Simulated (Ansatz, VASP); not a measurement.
## Ta in VASP and in Ansatz

```
Ta
1.0
    -1.44253    1.44253    2.16379
     1.44253   -1.44253    2.16379
     1.44253    1.44253   -2.16379
Ta
1
Direct
  0.00000 0.00000 0.00000
```

Alike in both runs: task single point; functional PBE; k mesh 22 × 22 × 22; occupations gaussian, width 0.15 eV; no spin polarisation.

|  | VASP | Ansatz |
| --- | --- | --- |
| version | VASP 6.6.1 | Ansatz 0.2.0 |
| potentials or method | VASP PAW PBE potentials, release 64 (Ta_pv), cutoff 520 eV | scalar-relativistic, plane waves, PAW |
| valence electrons in the cell | 11 | 13 |

VASP gave:

| Item | Value |
| --- | --- |
| gap on the k mesh at the Fermi level (eV) | none |
| pressure (GPa) | 8.6 |
| traceless stress, the component that is largest in VASP (GPa) | 5.15 |

**Question.** Estimate Ansatz's values.

**Answer.** gap on the k mesh at the Fermi level (eV): none; pressure (GPa): 8.5; traceless stress, the component that is largest in VASP (GPa): 5.18.

A gap of «none» marks a metal or a gap that the smearing closes. VASP's potentials hold 11 valence electrons a cell and Ansatz's 13, so a difference there can come from the potentials and not from the codes.

Spin-orbit coupling is off throughout.
